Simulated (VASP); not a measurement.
# Ta2N (P3m1) in VASP: further runs, part 2 of 2

VASP 6.6.1.

## (3) Single point, PBEsol (atoms displaced along a vibrational mode)

INCAR reads:

```
  PREC = Accurate
  ENCUT = 520
  EDIFF = 1E-7
  ISMEAR = 0
  SIGMA = 0.15
  LREAL = F
  LASPH = T
  NELM = 60
  ALGO = Normal
  ISIF = 2
  LWAVE = F
  LCHARG = T
  GGA = PS
  LELF = T
  LVHAR = T
  NBANDS = 20
```

KPOINTS reads:

```
regular mesh
0
Gamma
  18 18 10
```

POSCAR reads:

```
Ta2N
1.0
    3.0786153869      0.0000000000      0.0000000000
   -1.5393076935      2.6661591336      0.0000000000
    0.0000000000      0.0000000000      4.8232571780
Ta N
2 1
Direct
    0.6666666667      0.3333333333      0.7458943429
    0.3333333333      0.6666666667      0.2533834467
    0.0000000000      0.0000000000      0.0093297949
```

Potentials or basis: VASP PAW PBE potentials, release 64 (Ta_pv, N).

Command:

```sh
> cat potpaw_PBE.64/Ta_pv/POTCAR potpaw_PBE.64/N/POTCAR > POTCAR
> mpirun -np 1 vasp_std > vasp.out
```

OUTCAR:

```text
PREC = Accurate
   ENCUT = 520
   EDIFF = 1E-7
   ISMEAR = 0
   LREAL = F
   LASPH = T
   NELM = 60
   ISIF = 2
   GGA = PS

 ion  position               nearest neighbor table
   1  0.667  0.333  0.746-   3 2.18   3 2.18   3 2.18   2 2.97   2 2.97   2 2.97   2 3.03   2 3.03
                             2 3.03
   2  0.333  0.667  0.253-   3 2.13   3 2.13   3 2.13   1 2.97   1 2.97   1 2.97   1 3.03   1 3.03
                             1 3.03
   3  0.000  0.000  0.009-   2 2.13   2 2.13   2 2.13   1 2.18   1 2.18   1 2.18

  LATTYP: Found a hexagonal cell.
 ALAT       =     3.0786153869
 C/A-ratio  =     1.5666968984

  Lattice vectors:

 A1 = (   3.0786153869,   0.0000000000,   0.0000000000)
 A2 = (  -1.5393076935,   2.6661591336,   0.0000000000)
 A3 = (   0.0000000000,   0.0000000000,   4.8232571780)

Analysis of symmetry for initial positions (statically):
=====================================================================
 Subroutine PRICEL returns:
 Original cell was already a primitive cell.

 Routine SETGRP: Setting up the symmetry group for a
 hexagonal supercell.

 Subroutine GETGRP returns: Found  6 space group operations
 (whereof  6 operations were pure point group operations)
 out of a pool of 24 trial point group operations.

The static configuration has the point symmetry C_3v.

Analysis of symmetry for dynamics (positions and initial velocities):
=====================================================================
 Subroutine PRICEL returns:
 Original cell was already a primitive cell.

 Routine SETGRP: Setting up the symmetry group for a
 hexagonal supercell.

 Subroutine GETGRP returns: Found  6 space group operations
 (whereof  6 operations were pure point group operations)
 out of a pool of 24 trial point group operations.

The dynamic configuration has the point symmetry C_3v.

 Subroutine INISYM returns: Found  6 space group operations
[... 110 lines left out ...]
   NELECT =      27.0000    total number of electrons
   NUPDOWN=      -1.0000    fix difference up-down
   EMIN   =  10.00;   EMAX   =-10.00  energy-range for DOS
   EFERMI =   0.00;   METHOD = LEGACY
   ISMEAR =     0;   SIGMA  =   0.15  broadening in eV -4-tet -1-fermi 0-gaus
   EFERMI_NEDOS =   21; number of points for ismear=-14 and -15
   IALGO  =     38    algorithm
   IMIX   =      4    mixing-type and parameters
     AMIX     =   0.40;   BMIX     =  1.00
     AMIX_MAG =   1.60;   BMIX_MAG =  1.00
  volume/ion in A,a.u.               =      13.20        89.05
  Fermi-wavevector in a.u.,A,eV,Ry     =   1.441016  2.723125 28.252863  2.076527
  Thomas-Fermi vector in A             =   2.559695
   LORBIT       =      0    0 simple, 1 ext, 2 COOP (PROOUT), +10 PAW based schemes
   GGA     = PS    functional components
   LHFCALC =     F    Hartree Fock is set to
   AEXX    =    0.0000 exact exchange contribution
   IVDW    =     0    specifies the selected vdW correction
   LEPSILON=     F    determine dielectric tensor
   LRPA    =     F    only Hartree local field effects (RPA)
 non-spin polarized calculation
 Gauss-broadening in eV      SIGMA  =   0.15
  energy-cutoff  :      520.00
  volume of cell :       39.59
 maximum number of plane-waves:      1086
 NGX is ok and might be reduce to    24
   NGX = 11   NGY = 11   NGZ = 17

 number of electron      27.0000003 magnetization

 Free energy of the ion-electron system (eV)
  ---------------------------------------------------
  ext. energy  EPLUGINS =         0.00000000
  ---------------------------------------------------
  free energy    TOTEN  =       -36.48170635 eV

  energy without entropy =      -36.46815742  energy(sigma->0) =      -36.47493188

 E-fermi :   7.5784     XC(G=0): -13.1414

 val. band max:        7.5730068257   @ k =   0.3333   0.1111   0.4000
 cond. band min:       7.5847473265   @ k =   0.1667   0.0556   0.3000
 fundamental gap:      0.0117405008
 Fermi energy:         7.5784007275

 k-point     1 :       0.0000    0.0000    0.0000
  band No.  band energies     occupation
      1     -28.0445      2.00000
      2     -27.2302      2.00000
      3     -27.2302      2.00000
      4     -27.0921      2.00000
      5     -27.0921      2.00000
      6     -26.9688      2.00000
[... 541 lines left out ...]
     19      12.4291      0.00000
     20      12.5980      0.00000

 [... further k-points ...]
[... 5 lines left out ...]
  --------------------------------------------------------------------------------------
  -------------------------------------------------------------------------------------
  Total        0.2207816      0.2207816      0.1562523     -0.0000000     -0.0000000      0.0000000
  in kB        8.9349361      8.9349361      6.3234635     -0.0000000     -0.0000000      0.0000000
  external PRESSURE =       8.0644452 kB  Pullay stress =       0.0000000 kB

 VOLUME and BASIS-vectors are now :
 -----------------------------------------------------------------------------
  energy-cutoff  :      520.00
  volume of cell :       39.59
      direct lattice vectors                 reciprocal lattice vectors
     3.078615387  0.000000000  0.000000000     0.324821348  0.187535693  0.000000000
    -1.539307694  2.666159134  0.000000000     0.000000000  0.375071385  0.000000000
     0.000000000  0.000000000  4.823257178     0.000000000  0.000000000  0.207328775

 POSITION                                       TOTAL-FORCE (eV/Angst)
 -----------------------------------------------------------------------------------
      1.53931      0.88872      3.59764        -0.000000      0.000000      0.314583
     -0.00000      1.77744      1.22213         0.000000     -0.000000      0.448036
      0.00000      0.00000      0.04500         0.000000     -0.000000     -0.762620
 -----------------------------------------------------------------------------------
    total drift:                               -0.000000      0.000000     -0.000063

  FREE ENERGIE OF THE ION-ELECTRON SYSTEM (eV)
  ---------------------------------------------------
  free  energy   TOTEN  =       -36.4817063466 eV

  energy  without entropy=      -36.4681574218  energy(sigma->0) =      -36.47493188
```

OSZICAR:

```text
N       E                     dE             d eps       ncg     rms          rms(c)
DAV:   1     0.212014657637E+03    0.21201E+03   -0.15027E+04 13232   0.139E+03
DAV:   2    -0.300845831016E+02   -0.24210E+03   -0.23555E+03 14812   0.399E+02
DAV:   3    -0.394556997287E+02   -0.93711E+01   -0.92086E+01 16820   0.714E+01
DAV:   4    -0.395690946483E+02   -0.11339E+00   -0.11282E+00 16032   0.757E+00
DAV:   5    -0.395703142180E+02   -0.12196E-02   -0.12186E-02 16292   0.655E-01    0.284E+01
DAV:   6    -0.368559092745E+02    0.27144E+01   -0.14226E+01 17288   0.241E+01    0.135E+01
DAV:   7    -0.365486605748E+02    0.30725E+00   -0.16546E+00 15084   0.860E+00    0.701E+00
DAV:   8    -0.364894901552E+02    0.59170E-01   -0.31749E-01 15576   0.484E+00    0.527E-01
DAV:   9    -0.364831991809E+02    0.62910E-02   -0.54260E-02 17440   0.222E+00    0.258E-01
DAV:  10    -0.364818995503E+02    0.12996E-02   -0.81185E-03 16296   0.851E-01    0.163E-01
DAV:  11    -0.364817276154E+02    0.17193E-03   -0.12321E-03 17492   0.315E-01    0.421E-02
DAV:  12    -0.364817057850E+02    0.21830E-04   -0.14710E-04 15256   0.822E-02    0.158E-02
DAV:  13    -0.364817069661E+02   -0.11811E-05   -0.74739E-06 15060   0.234E-02    0.558E-03
DAV:  14    -0.364817064100E+02    0.55607E-06   -0.10236E-06 15636   0.842E-03    0.141E-03
DAV:  15    -0.364817063466E+02    0.63444E-07   -0.22155E-07 11332   0.346E-03
   1 F= -.36481706E+02 E0= -.36474932E+02  d E =-.135489E-01
```

stdout:

```text
POSCAR found type information on POSCAR TaN
 POSCAR found :  2 types and       3 ions
 scaLAPACK will be used
 -----------------------------------------------------------------------------
|                                                                             |
|                                                                             |
|     You enforced a specific xc type in the INCAR file but a different       |
|     I HOPE YOU KNOW WHAT YOU ARE DOING!                                     |
|                                                                             |
 -----------------------------------------------------------------------------

 LDA part: xc-table for (Slater+PW92), standard interpolation
 POSCAR, INCAR and KPOINTS ok, starting setup
 FFT: planning ... GRIDC
 FFT: planning ... GRID_SOFT
 FFT: planning ... GRID
 WAVECAR not read
 entering main loop
```

Wall time 4.1 min (1 thread of Intel Xeon 8259CL, shared host); peak memory 0.35 GiB.

What came out:

* Free energy: -36.4817 eV
* Pressure: 0.8 GPa
* Largest force: 0.763 eV/Å
* Band gap on the k mesh: zero (an odd number of electrons rules out a gap without spin polarisation)

Forces in eV/Å, atoms in the order of the input:
```
Ta   0.000  0.000  0.315
Ta   0.000  0.000  0.448
N    0.000  0.000 -0.763
```

Levels at points of the mesh, in eV from the Fermi level:
```csv
k point,band 9,band 10,band 11,band 12,band 13,band 14,band 15,band 16,band 17,band 18
"(0.00, 0.00, 0.00)",-6.24,-6.24,-4.90,-0.76,-0.25,-0.25,0.29,0.29,0.43,1.26
"(0.50, 0.00, 0.00)",-6.65,-6.52,-4.69,-2.61,-1.32,1.88,1.99,3.84,4.16,4.45
"(0.00, 0.00, 0.50)",-6.42,-6.42,-2.95,-2.60,-1.16,-1.16,1.87,2.11,2.34,2.34
"(0.50, 0.00, 0.50)",-6.82,-6.25,-3.41,-2.13,-2.08,-0.19,0.80,3.42,3.65,4.21
```

Caveat: the cell differs from its parent crystal (atoms displaced along a vibrational mode); the PAW data sets were made with another functional, which shifts forces and pressure a little; spin-orbit coupling is left out, which moves the levels of the heavy elements.

## (4) Single point, PBEsol (atoms displaced along a vibrational mode)

INCAR reads:

```
PREC = Accurate ; ENCUT = 520
EDIFF = 1E-6 ; ISMEAR = 0
SIGMA = 0.15 ; LREAL = F
LASPH = T ; NELM = 80
ALGO = Normal ; ISIF = 2
LWAVE = F ; LCHARG = F
GGA = PS ; NBANDS = 20
```

KPOINTS is that of step 3.

POSCAR reads:

```
Ta2N
1.0
    3.0786153869      0.0000000000      0.0000000000
   -1.5393076935      2.6661591336      0.0000000000
    0.0000000000      0.0000000000      4.8232571780
Ta N
2 1
Direct
    0.6666666667      0.3333333333      0.7461350797
    0.3333333333      0.6666666667      0.2536241835
    0.0000000000      0.0000000000      0.0031099316
```

Command:

```sh
> cat potpaw_PBE.64/Ta_pv/POTCAR potpaw_PBE.64/N/POTCAR > POTCAR
> mpirun -np 1 vasp_std > vasp.out
```

Wall time 4 min (1 thread of Intel Xeon 8259CL, shared host); peak memory 0.35 GiB.

Results (log left out):

```
Free energy            : -36.4976 eV
Pressure               : 0.6 GPa
Largest force          : 0.255 eV/Å
Band gap on the k mesh : zero (an odd number of electrons rules out a gap without spin polarisation)
```

Forces in eV/Å, atoms in the order of the input:
```
Ta   0.000  0.000  0.068
Ta   0.000  0.000  0.187
N    0.000  0.000 -0.255
```

Levels at points of the mesh, in eV from the Fermi level:
| k point | band 10 | band 11 | band 12 | band 13 | band 14 | band 15 | band 16 | band 17 |
| --- | --- | --- | --- | --- | --- | --- | --- | --- |
| (0.00, 0.00, 0.00) | -6.23 | -4.90 | -0.71 | -0.25 | -0.25 | 0.29 | 0.29 | 0.36 |
| (0.50, 0.00, 0.00) | -6.52 | -4.70 | -2.61 | -1.32 | 1.87 | 2.01 | 3.87 | 4.16 |
| (0.00, 0.00, 0.50) | -6.41 | -2.90 | -2.64 | -1.16 | -1.16 | 1.87 | 2.08 | 2.36 |
| (0.50, 0.00, 0.50) | -6.25 | -3.41 | -2.13 | -2.09 | -0.21 | 0.80 | 3.43 | 3.66 |

Caveat: the cell differs from its parent crystal (atoms displaced along a vibrational mode); the PAW data sets were made with another functional, which shifts forces and pressure a little; spin-orbit coupling is left out, which moves the levels of the heavy elements.

## (5) The runs side by side

```csv
cell,gap on the mesh (eV),pressure (GPa),largest force (eV/Å)
"as given, atomic positions A",none,1.2,1.26
"as given, atomic positions B",none,0.8,0.76
"as given, atomic positions C",none,0.6,0.25
```

Alike in all rows: task single point; level PBEsol; potentials or basis VASP PAW PBE potentials, release 64 (Ta_pv, N); no spin polarisation; k mesh 18 × 18 × 10; cutoff (eV) 520; smearing gaussian 0.15 eV.

Caveats: the PAW data sets were made with another functional, which shifts forces and pressure a little; spin-orbit coupling is left out, which moves the levels of the heavy elements.

Absolute energies hang on the potentials; compare differences alone.
